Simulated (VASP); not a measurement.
# Cr (Im-3m) in VASP: notebook, part 2 of 2

VASP 6.6.1. The steps go on from the part before.

### 3 Single point, PBE, collinear spin, antiferromagnetic start (volume scaled by 0.97)

The input, INCAR:

```
PREC = Accurate ; ENCUT = 520
EDIFF = 1E-6 ; ISMEAR = -1
SIGMA = 0.05 ; LREAL = F
LASPH = T ; NELM = 150
ALGO = Normal ; ISIF = 2
LWAVE = F ; LCHARG = T
ISPIN = 2 ; MAGMOM = -3 3
LORBIT = 11 ; LMAXMIX = 4
GGA = PE ; LELF = T
LVHAR = T ; NBANDS = 23
```

The input, KPOINTS:

```
Automatic mesh
0
Gamma
  11 11 11
```

The input, POSCAR:

```
Cr
1.0
    2.9389084223      0.0000000000      0.0000000000
    0.0000000000      2.9389084223      0.0000000000
    0.0000000000      0.0000000000      2.9389084223
Cr
2
Direct
    0.0000000000      0.0000000000      0.0000000000
    0.5000000000      0.5000000000      0.5000000000
```

Potentials or basis: VASP PAW PBE potentials, release 64 (Cr_pv).

The run is started by

```bash
cat potpaw_PBE.64/Cr_pv/POTCAR > POTCAR
mpirun -np 1 vasp_std > vasp.out
```

OUTCAR:

```text
PREC = Accurate
   ENCUT = 520
   EDIFF = 1E-6
   ISMEAR = -1
   LREAL = F
   LASPH = T
   NELM = 150
   ISIF = 2
   ISPIN = 2
   LORBIT = 11
   GGA = PE

 ion  position               nearest neighbor table
   1  0.000  0.000  0.000-   2 2.55   2 2.55   2 2.55   2 2.55   2 2.55   2 2.55   2 2.55   2 2.55

   2  0.500  0.500  0.500-   1 2.55   1 2.55   1 2.55   1 2.55   1 2.55   1 2.55   1 2.55   1 2.55

  LATTYP: Found a simple cubic cell.
 ALAT       =     2.9389084223

  Lattice vectors:

 A1 = (   2.9389084223,   0.0000000000,   0.0000000000)
 A2 = (   0.0000000000,   2.9389084223,   0.0000000000)
 A3 = (   0.0000000000,   0.0000000000,   2.9389084223)

Analysis of symmetry for initial positions (statically):
=====================================================================
 Subroutine PRICEL returns following result:

  LATTYP: Found a body centered cubic cell.
 ALAT       =     2.9389084223
[... 12 lines left out ...]
 Subroutine GETGRP returns: Found 48 space group operations
 (whereof 48 operations were pure point group operations)
 out of a pool of 48 trial point group operations.

The static configuration has the point symmetry O_h .

Analysis of symmetry for dynamics (positions and initial velocities):
=====================================================================
 Subroutine PRICEL returns following result:

  LATTYP: Found a body centered cubic cell.
 ALAT       =     2.9389084223
[... 12 lines left out ...]
 Subroutine GETGRP returns: Found 48 space group operations
 (whereof 48 operations were pure point group operations)
 out of a pool of 48 trial point group operations.

The dynamic configuration has the point symmetry O_h .

Analysis of structural, dynamic, and magnetic symmetry:
=====================================================================
 Subroutine PRICEL returns following result:

  LATTYP: Found a body centered cubic cell.
 ALAT       =     2.9389084223
[... 12 lines left out ...]
 Subroutine GETGRP returns: Found 48 space group operations
 (whereof 48 operations were pure point group operations)
 out of a pool of 48 trial point group operations.

The overall configuration has the point symmetry O_h .

 Subroutine INISYM returns: Found 48 space group operations
 (whereof 48 operations are pure point group operations),
 and found     2 'primitive' translations

----------------------------------------------------------------------------------------

                                     Primitive cell

  volume of cell :      12.6919

  direct lattice vectors                    reciprocal lattice vectors
     1.469454211  1.469454211 -1.469454211     0.340262389  0.340262389  0.000000000
    -1.469454211  1.469454211  1.469454211    -0.000000000  0.340262389  0.340262389
     1.469454211 -1.469454211  1.469454211     0.340262389  0.000000000  0.340262389

  length of vectors
     2.545169353  2.545169353  2.545169353     0.481203685  0.481203685  0.481203685

  position of ions in fractional coordinates (direct lattice)
     0.000000000  0.000000000  0.000000000

  ion indices of the primitive-cell ions
   primitive index   ion index
                 1           1

[... 59 lines left out ...]
   NGX,Y,Z   is equivalent  to a cutoff of  13.58, 13.58, 13.58 a.u.
   NGXF,Y,Z  is equivalent  to a cutoff of  27.15, 27.15, 27.15 a.u.
 SYSTEM =  unknown system
   PREC   = accura    normal or accurate (medium, high low for compatibility)
   ISTART =      0    job   : 0-new  1-cont  2-samecut
   ICHARG =      2    charge: 1-file 2-atom 10-const
   ISPIN  =      2    spin polarized calculation?
   LNONCOLLINEAR =      F non collinear calculations
   LSORBIT =      F    spin-orbit coupling
   LASPH  =      T    aspherical Exc in radial PAW
   ENCUT  =  520.0 eV  38.22 Ry    6.18 a.u.   5.46  5.46  5.46*2*pi/ulx,y,z
   NELM   =    150;   NELMIN=  2; NELMDL= -5     # of ELM steps
   EDIFF  = 0.1E-05   stopping-criterion for ELM
   LREAL  =      F    real-space projection
   EDIFFG = 0.1E-04   stopping-criterion for IOM
   NSW    =      0    number of steps for IOM
   IBRION =     -1    ionic relax: 0-MD 1-quasi-New 2-CG
   NFREE  =      0    steps in history (QN), initial steepest desc. (CG)
   ISIF   =      2    stress and relaxation
   ISYM   =      2    0-nonsym 1-usesym 2-fastsym
   POTIM  = 0.5000    time-step for ionic-motion
   TEBEG  =    0.0;   TEEND  =   0.0 temperature during run
   PSTRESS=    0.0 pullay stress
   NELECT =      24.0000    total number of electrons
   NUPDOWN=      -1.0000    fix difference up-down
   EMIN   =  10.00;   EMAX   =-10.00  energy-range for DOS
   EFERMI =   0.00;   METHOD = LEGACY
   ISMEAR =    -1;   SIGMA  =   0.05  broadening in eV -4-tet -1-fermi 0-gaus
   EFERMI_NEDOS =   21; number of points for ismear=-14 and -15
   IALGO  =     38    algorithm
   IMIX   =      4    mixing-type and parameters
     AMIX     =   0.40;   BMIX     =  1.00
     AMIX_MAG =   1.60;   BMIX_MAG =  1.00
  volume/ion in A,a.u.               =      12.69        85.65
  Fermi-wavevector in a.u.,A,eV,Ry     =   1.606790  3.036393 35.127181  2.581775
  Thomas-Fermi vector in A             =   2.702922
   LORBIT       =     11    0 simple, 1 ext, 2 COOP (PROOUT), +10 PAW based schemes
   GGA     = PE    functional components
   LHFCALC =     F    Hartree Fock is set to
   AEXX    =    0.0000 exact exchange contribution
   IVDW    =     0    specifies the selected vdW correction
   LEPSILON=     F    determine dielectric tensor
   LRPA    =     F    only Hartree local field effects (RPA)
 spin polarized calculation
  energy-cutoff  :      520.00
  volume of cell :       25.38
 maximum number of plane-waves:       711
 NGX is ok and might be reduce to    24
   NGX = 11   NGY = 11   NGZ = 11

 number of electron      24.0000024 magnetization      -0.0000000

 number of electron      24.0000024 magnetization       0.0000000

 Free energy of the ion-electron system (eV)
  ---------------------------------------------------
  ext. energy  EPLUGINS =         0.00000000
  ---------------------------------------------------
  free energy    TOTEN  =       -18.99843166 eV

  energy without entropy =      -18.99410355  energy(sigma->0) =      -18.99626761

 E-fermi :   9.7095     XC(G=0): -13.0979

 val. band max:        9.6382903394   @ k =   0.4545   0.0000   0.0000
 cond. band min:       9.7246864456   @ k =   0.3636   0.0909   0.0000
 fundamental gap:      0.0863961061
 Fermi energy:         9.7095014078

 spin component 1

 k-point     1 :       0.0000    0.0000    0.0000
  band No.  band energies     occupation
      1     -33.9965      1.00000
      2     -33.9965      1.00000
      3     -33.9965      1.00000
      4     -32.3227      1.00000
      5     -32.3227      1.00000
      6     -32.3227      1.00000
[... 613 lines left out ...]
     22      21.5869      0.00000
     23      27.2379      0.00000

 [... further k-points ...]

 spin component 2

 k-point     1 :       0.0000    0.0000    0.0000
  band No.  band energies     occupation
      1     -33.9965      1.00000
      2     -33.9965      1.00000
      3     -33.9965      1.00000
      4     -32.3227      1.00000
      5     -32.3227      1.00000
      6     -32.3227      1.00000
[... 613 lines left out ...]
     22      21.5869      0.00000
     23      27.2379      0.00000

 [... further k-points ...]
[... 5 lines left out ...]
  --------------------------------------------------------------------------------------
  -------------------------------------------------------------------------------------
  Total       -1.6920199     -1.6920199     -1.6920199     -0.0000000     -0.0000000     -0.0000000
  in kB     -106.7967118   -106.7967118   -106.7967118     -0.0000000     -0.0000000     -0.0000000
  external PRESSURE =    -106.7967118 kB  Pullay stress =       0.0000000 kB

 VOLUME and BASIS-vectors are now :
 -----------------------------------------------------------------------------
  energy-cutoff  :      520.00
  volume of cell :       25.38
      direct lattice vectors                 reciprocal lattice vectors
     2.938908422  0.000000000  0.000000000     0.340262389  0.000000000  0.000000000
     0.000000000  2.938908422  0.000000000     0.000000000  0.340262389  0.000000000
     0.000000000  0.000000000  2.938908422     0.000000000  0.000000000  0.340262389

 POSITION                                       TOTAL-FORCE (eV/Angst)
 -----------------------------------------------------------------------------------
      0.00000      0.00000      0.00000        -0.000000     -0.000000     -0.000000
      1.46945      1.46945      1.46945         0.000000      0.000000      0.000000
 -----------------------------------------------------------------------------------
    total drift:                                0.000000      0.000000     -0.000000

  FREE ENERGIE OF THE ION-ELECTRON SYSTEM (eV)
  ---------------------------------------------------
  free  energy   TOTEN  =       -18.9984316621 eV

  energy  without entropy=      -18.9941035534  energy(sigma->0) =      -18.99626761

 total charge

# of ion       s       p       d       tot
------------------------------------------
    1        0.407   6.346   4.123  10.875
    2        0.407   6.346   4.123  10.875
--------------------------------------------------
tot          0.813  12.693   8.245  21.751

 magnetization (x)

# of ion       s       p       d       tot
------------------------------------------
    1       -0.021  -0.014  -1.570  -1.605
    2        0.021   0.014   1.570   1.605
--------------------------------------------------
tot          0.000   0.000  -0.000  -0.000
```

OSZICAR:

```text
N       E                     dE             d eps       ncg     rms          rms(c)
DAV:   1     0.241653229513E+03    0.24165E+03   -0.13340E+04  5152   0.126E+03
DAV:   2    -0.134335906666E+02   -0.25509E+03   -0.24601E+03  5201   0.376E+02
DAV:   3    -0.212984151228E+02   -0.78648E+01   -0.78118E+01  6314   0.782E+01
DAV:   4    -0.213694526698E+02   -0.71038E-01   -0.70965E-01  5933   0.745E+00
DAV:   5    -0.213704269070E+02   -0.97424E-03   -0.97421E-03  5633   0.829E-01    0.193E+01
DAV:   6    -0.188170100551E+02    0.25534E+01   -0.86040E+00  5432   0.348E+01    0.782E+00
DAV:   7    -0.189976830988E+02   -0.18067E+00   -0.60312E-01  5565   0.711E+00    0.416E+00
DAV:   8    -0.190060394054E+02   -0.83563E-02   -0.20344E-02  5978   0.143E+00    0.917E-01
DAV:   9    -0.189978445914E+02    0.81948E-02   -0.10943E-02  5733   0.750E-01    0.398E-01
DAV:  10    -0.189983334306E+02   -0.48884E-03   -0.21253E-03  6118   0.391E-01    0.989E-02
DAV:  11    -0.189983968861E+02   -0.63456E-04   -0.19220E-04  5544   0.915E-02    0.585E-02
DAV:  12    -0.189984275482E+02   -0.30662E-04   -0.47535E-04  6125   0.106E-01    0.251E-02
DAV:  13    -0.189984290933E+02   -0.15451E-05   -0.26532E-05  5810   0.268E-02    0.898E-03
DAV:  14    -0.189984308490E+02   -0.17557E-05   -0.19756E-06  4135   0.985E-03    0.395E-03
DAV:  15    -0.189984316621E+02   -0.81312E-06   -0.34562E-07  2772   0.423E-03
   1 F= -.18998432E+02 E0= -.18996268E+02  d E =-.432811E-02  mag=     0.0000
```

Wall time 52 s (1 thread of Intel Xeon 6975P-C, shared host); peak memory 0.18 GiB.

What came out:

```yaml
Free_energy: -18.9984 eV
Pressure: -10.7 GPa
Band_gap_on_the_k_mesh: zero (filled and empty bands overlap)
Net_moment: 0.00 μB per cell
Site_moments: Cr -1.60, +1.60 μB
Valence_electrons_inside_the_program's_atomic_spheres: Cr 10.88
```
